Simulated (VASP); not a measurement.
# V (Im-3m) in VASP: notebook

V is run at these levels: PBE; tasks: single point, relaxation of cell and atoms.

Everything below comes from runs of VASP 6.6.1. Logs are shortened: lines on timing, memory, paths and dates and some standing lists are left out, and cuts for length are marked.

### 1 The cell of the first run

The structure is cubic, space group Im-3m (No. 229). Conventional cell: a = 2.997 Å, b = 2.997 Å, c = 2.997 Å, α = 90.00°, β = 90.00°, γ = 90.00°. Within 3.4 Å of V (site symmetry m-3m) lie 14 V at 2.60 to 3.00 Å.

### 2 Single point, PBE

The input, INCAR:

```
PREC     = Accurate       # precision mode
ENCUT    = 520            # plane-wave cutoff, eV
EDIFF    = 1E-6           # SCF threshold, eV
ISMEAR   = 0              # smearing method
SIGMA    = 0.1            # smearing width, eV
LREAL    = False          # projectors in reciprocal space
LASPH    = True           # aspherical terms in the spheres
NELM     = 60             # most SCF steps
ALGO     = Fast           # electronic algorithm
ISIF     = 2              # what is computed and relaxed
LWAVE    = False          # write WAVECAR
LCHARG   = True           # write CHGCAR
GGA      = PE             # functional
LELF     = True           # ELF
LVHAR    = True         
NBANDS   = 12             # bands
```

The input, KPOINTS:

```
Automatic mesh
0
Gamma
  20 20 20
```

The input, POSCAR:

```
V
1.0
   -1.4985875745      1.4985875745      1.4985875745
    1.4985875745     -1.4985875745      1.4985875745
    1.4985875745      1.4985875745     -1.4985875745
V
1
Direct
    0.0000000000      0.0000000000      0.0000000000
```

Potentials or basis: VASP PAW PBE potentials, release 64 (V_sv).

Command:

```console
> cat potpaw_PBE.64/V_sv/POTCAR > POTCAR
> mpirun -np 1 vasp_std > vasp.out
```

OUTCAR:

```text
PREC = Accurate
   ENCUT = 520
   EDIFF = 1E-6
   ISMEAR = 0
   LREAL = False
   LASPH = True
   NELM = 60
   ISIF = 2
   GGA = PE

 ion  position               nearest neighbor table
   1  0.000  0.000  0.000-

  LATTYP: Found a body centered cubic cell.
 ALAT       =     2.9971751490

  Lattice vectors:

 A1 = (  -1.4985875745,   1.4985875745,   1.4985875745)
 A2 = (   1.4985875745,  -1.4985875745,   1.4985875745)
 A3 = (   1.4985875745,   1.4985875745,  -1.4985875745)

Analysis of symmetry for initial positions (statically):
=====================================================================
 Subroutine PRICEL returns:
 Original cell was already a primitive cell.

 Routine SETGRP: Setting up the symmetry group for a
 body centered cubic supercell.

 Subroutine GETGRP returns: Found 48 space group operations
 (whereof 48 operations were pure point group operations)
 out of a pool of 48 trial point group operations.

The static configuration has the point symmetry O_h .

Analysis of symmetry for dynamics (positions and initial velocities):
=====================================================================
 Subroutine PRICEL returns:
 Original cell was already a primitive cell.

 Routine SETGRP: Setting up the symmetry group for a
 body centered cubic supercell.

 Subroutine GETGRP returns: Found 48 space group operations
 (whereof 48 operations were pure point group operations)
 out of a pool of 48 trial point group operations.

The dynamic configuration has the point symmetry O_h .

 Subroutine INISYM returns: Found 48 space group operations
 (whereof 48 operations are pure point group operations),
 and found     1 'primitive' translations

----------------------------------------------------------------------------------------

                                     Primitive cell

  volume of cell :      13.4619

  direct lattice vectors                    reciprocal lattice vectors
    -1.498587574  1.498587574  1.498587574     0.000000000  0.333647501  0.333647501
     1.498587574 -1.498587574  1.498587574     0.333647501  0.000000000  0.333647501
     1.498587574  1.498587574 -1.498587574     0.333647501  0.333647501  0.000000000

  length of vectors
     2.595629819  2.595629819  2.595629819     0.471848822  0.471848822  0.471848822

  position of ions in fractional coordinates (direct lattice)
     0.000000000  0.000000000  0.000000000

  ion indices of the primitive-cell ions
   primitive index   ion index
                 1           1

----------------------------------------------------------------------------------------

 KPOINTS: Automatic mesh

Automatic generation of k-mesh.
 Grid dimensions read from file:
 generate k-points for:   20   20   20

 Generating k-lattice:

  Cartesian coordinates                     Fractional coordinates (reciprocal lattice)
     0.000000000  0.016682375  0.016682375     0.050000000  0.000000000  0.000000000
     0.016682375  0.000000000  0.016682375     0.000000000  0.050000000  0.000000000
     0.016682375  0.016682375  0.000000000     0.000000000  0.000000000  0.050000000

  Length of vectors
     0.023592441  0.023592441  0.023592441

  Shift w.r.t. Gamma in fractional coordinates (k-lattice)
     0.000000000  0.000000000  0.000000000

 Subroutine IBZKPT returns following result:
 ===========================================

 Found    256 irreducible k-points:

 Following reciprocal coordinates:
            Coordinates               Weight
  0.000000  0.000000  0.000000      1.000000
  0.050000  0.000000  0.000000     12.000000
  0.100000  0.000000  0.000000     12.000000
  0.150000  0.000000  0.000000     12.000000
  0.200000  0.000000  0.000000     12.000000
  0.250000  0.000000  0.000000     12.000000
[... 16 lines left out ...]
  0.200000  0.100000  0.000000     48.000000
  0.250000  0.100000  0.000000     48.000000
 [... further k-points ...]
   k-points           NKPTS =    256   k-points in BZ     NKDIM =    256   number of bands    NBANDS=     12
   number of dos      NEDOS =    301   number of ions     NIONS =      1
   total plane-waves  NPLWV =   8000
   dimension x,y,z NGX =    20 NGY =   20 NGZ =   20
   dimension x,y,z NGXF=    40 NGYF=   40 NGZF=   40
   ions per type =               1
   NGX,Y,Z   is equivalent  to a cutoff of  12.81, 12.81, 12.81 a.u.
   NGXF,Y,Z  is equivalent  to a cutoff of  25.62, 25.62, 25.62 a.u.
 SYSTEM =  unknown system
   PREC   = accura    normal or accurate (medium, high low for compatibility)
   ISTART =      0    job   : 0-new  1-cont  2-samecut
   ICHARG =      2    charge: 1-file 2-atom 10-const
   ISPIN  =      1    spin polarized calculation?
   LNONCOLLINEAR =      F non collinear calculations
   LSORBIT =      F    spin-orbit coupling
   LASPH  =      T    aspherical Exc in radial PAW
   ENCUT  =  520.0 eV  38.22 Ry    6.18 a.u.   4.83  4.83  4.83*2*pi/ulx,y,z
   NELM   =     60;   NELMIN=  2; NELMDL= -5     # of ELM steps
   EDIFF  = 0.1E-05   stopping-criterion for ELM
   LREAL  =      F    real-space projection
   EDIFFG = 0.1E-04   stopping-criterion for IOM
   NSW    =      0    number of steps for IOM
   IBRION =     -1    ionic relax: 0-MD 1-quasi-New 2-CG
   NFREE  =      0    steps in history (QN), initial steepest desc. (CG)
   ISIF   =      2    stress and relaxation
   ISYM   =      2    0-nonsym 1-usesym 2-fastsym
   POTIM  = 0.5000    time-step for ionic-motion
   TEBEG  =    0.0;   TEEND  =   0.0 temperature during run
   PSTRESS=    0.0 pullay stress
   NELECT =      13.0000    total number of electrons
   NUPDOWN=      -1.0000    fix difference up-down
   EMIN   =  10.00;   EMAX   =-10.00  energy-range for DOS
   EFERMI =   0.00;   METHOD = LEGACY
   ISMEAR =     0;   SIGMA  =   0.10  broadening in eV -4-tet -1-fermi 0-gaus
   EFERMI_NEDOS =   21; number of points for ismear=-14 and -15
   IALGO  =     68    algorithm
   IMIX   =      4    mixing-type and parameters
     AMIX     =   0.40;   BMIX     =  1.00
     AMIX_MAG =   1.60;   BMIX_MAG =  1.00
  volume/ion in A,a.u.               =      13.46        90.85
  Fermi-wavevector in a.u.,A,eV,Ry     =   1.618156  3.057872 35.625904  2.618430
  Thomas-Fermi vector in A             =   2.712465
   LORBIT       =      0    0 simple, 1 ext, 2 COOP (PROOUT), +10 PAW based schemes
   GGA     = PE    functional components
   LHFCALC =     F    Hartree Fock is set to
   AEXX    =    0.0000 exact exchange contribution
   IVDW    =     0    specifies the selected vdW correction
   LEPSILON=     F    determine dielectric tensor
   LRPA    =     F    only Hartree local field effects (RPA)
 non-spin polarized calculation
 RMM-DIIS sequential band-by-band and
 Gauss-broadening in eV      SIGMA  =   0.10
  energy-cutoff  :      520.00
  volume of cell :       13.46
 maximum number of plane-waves:       374
   NGX =  9   NGY =  9   NGZ =  9

 number of electron      12.9999990 magnetization

 Free energy of the ion-electron system (eV)
  ---------------------------------------------------
  ext. energy  EPLUGINS =         0.00000000
  ---------------------------------------------------
  free energy    TOTEN  =        -8.99675838 eV

  energy without entropy =       -8.98798491  energy(sigma->0) =       -8.99237165

 E-fermi :   9.7101     XC(G=0): -12.9083

 val. band max:        9.7087073859   @ k =  -0.3000   0.3000   0.1500
 cond. band min:       9.7125662704   @ k =   0.1000   0.0500   0.0500
 fundamental gap:      0.0038588845
 Fermi energy:         9.7100857089

 k-point     1 :       0.0000    0.0000    0.0000
  band No.  band energies     occupation
      1     -54.0093      2.00000
      2     -27.3089      2.00000
      3     -27.3089      2.00000
      4     -27.3089      2.00000
      5       3.1263      2.00000
      6      10.1234      0.00000
      7      10.1234      0.00000
      8      10.1234      0.00000
      9      12.1340      0.00000
     10      12.1340      0.00000
     11      30.2060      0.00000
     12      30.2060      0.00000

 k-point     2 :       0.0500    0.0000    0.0000
  band No.  band energies     occupation
      1     -54.0045      2.00000
      2     -27.3319      2.00000
      3     -27.3159      2.00000
      4     -27.3090      2.00000
      5       3.2278      2.00000
      6      10.0800      0.00000
      7      10.1147      0.00000
      8      10.1955      0.00000
      9      12.0829      0.00000
     10      12.1367      0.00000
     11      30.0262      0.00000
     12      30.1981      0.00000

 k-point     3 :       0.1000    0.0000    0.0000
  band No.  band energies     occupation
      1     -53.9906      2.00000
      2     -27.3984      2.00000
      3     -27.3362      2.00000
      4     -27.3095      2.00000
      5       3.5255      2.00000
      6       9.9560      0.00050
      7      10.0774      0.00000
      8      10.4084      0.00000
      9      11.9582      0.00000
     10      12.1461      0.00000
     11      29.4845      0.00000
     12      30.0976      0.00000

 k-point     4 :       0.1500    0.0000    0.0000
  band No.  band energies     occupation
      1     -53.9689      2.00000
      2     -27.5012      2.00000
      3     -27.3678      2.00000
      4     -27.3102      2.00000
      5       3.9980      2.00000
      6       9.7686      0.40828
      7       9.9854      0.00010
      8      10.7510      0.00000
      9      11.8320      0.00000
     10      12.1656      0.00000
     11      28.5756      0.00000
     12      29.7556      0.00000

 k-point     5 :       0.2000    0.0000    0.0000
  band No.  band energies     occupation
      1     -53.9415      2.00000
      2     -27.6291      2.00000
      3     -27.4073      2.00000
      4     -27.3111      2.00000
      5       4.6045      2.00000
      6       9.5413      1.98301
      7       9.8348      0.07772
      8      11.2044      0.00000
      9      11.7755      0.00000
     10      12.1985      0.00000
     11      27.3290      0.00000
     12      29.1182      0.00000
[... 228 lines left out ...]
      1     -53.9567      2.00000
      2     -27.5565      2.00000
      3     -27.3673      2.00000
      4     -27.3307      2.00000
      5       4.2719      2.00000
      6       9.7379      0.69413
      7       9.8139      0.14193
      8      10.9997      0.00000
      9      11.7209      0.00000
     10      12.2316      0.00000
     11      28.3071      0.00000
     12      29.2475      0.00000

 k-point    22 :       0.1500    0.1000    0.0000
  band No.  band energies     occupation
      1     -53.9306      2.00000
      2     -27.6712      2.00000
      3     -27.4056      2.00000
      4     -27.3375      2.00000
      5       4.8638      2.00000
      6       9.5308      1.98877
      7       9.6350      1.71155
      8      11.4746      0.00000
      9      11.6493      0.00000
     10      12.3018      0.00000
     11      27.2856      0.00000
     12      28.4066      0.00000

 k-point    23 :       0.2000    0.1000    0.0000
  band No.  band energies     occupation
      1     -53.9015      2.00000
      2     -27.7948      2.00000
      3     -27.4539      2.00000
      4     -27.3410      2.00000
      5       5.5229      2.00000
      6       9.2885      2.00000
      7       9.4800      1.99886
      8      11.6619      0.00000
      9      12.0379      0.00000
     10      12.3788      0.00000
     11      25.9016      0.00000
     12      27.5740      0.00000

 k-point    24 :       0.2500    0.1000    0.0000
  band No.  band energies     occupation
      1     -53.8723      2.00000
      2     -27.9159      2.00000
      3     -27.5039      2.00000
      4     -27.3434      2.00000
      5       6.1363      2.00000
      6       9.0607      2.00000
      7       9.4362      1.99989
      8      11.7580      0.00000
      9      12.4203      0.00000
     10      12.6812      0.00000
     11      24.3242      0.00000
     12      26.8115      0.00000

 [... further k-points ...]
[... 5 lines left out ...]
  --------------------------------------------------------------------------------------
  -------------------------------------------------------------------------------------
  Total        0.0301068      0.0301068      0.0301068     -0.0000000     -0.0000000      0.0000000
  in kB        3.5831773      3.5831773      3.5831773     -0.0000000     -0.0000000      0.0000000
  external PRESSURE =       3.5831773 kB  Pullay stress =       0.0000000 kB

 VOLUME and BASIS-vectors are now :
 -----------------------------------------------------------------------------
  energy-cutoff  :      520.00
  volume of cell :       13.46
      direct lattice vectors                 reciprocal lattice vectors
    -1.498587574  1.498587574  1.498587574     0.000000000  0.333647501  0.333647501
     1.498587574 -1.498587574  1.498587574     0.333647501  0.000000000  0.333647501
     1.498587574  1.498587574 -1.498587574     0.333647501  0.333647501  0.000000000

 POSITION                                       TOTAL-FORCE (eV/Angst)
 -----------------------------------------------------------------------------------
      0.00000      0.00000      0.00000        -0.000000      0.000000      0.000000
 -----------------------------------------------------------------------------------
    total drift:                                0.000000     -0.000000     -0.000000

  FREE ENERGIE OF THE ION-ELECTRON SYSTEM (eV)
  ---------------------------------------------------
  free  energy   TOTEN  =        -8.9967583775 eV

  energy  without entropy=       -8.9879849137  energy(sigma->0) =       -8.99237165
```

Wall time 44 s (1 thread of Intel Xeon Platinum 8259CL at 2.50GHz (Skylake/Cascade Lake), shared host); peak memory 0.15 GiB.

What came out:

* Free energy: -8.9968 eV
* Pressure: 0.4 GPa

[end of part 1 of 3]
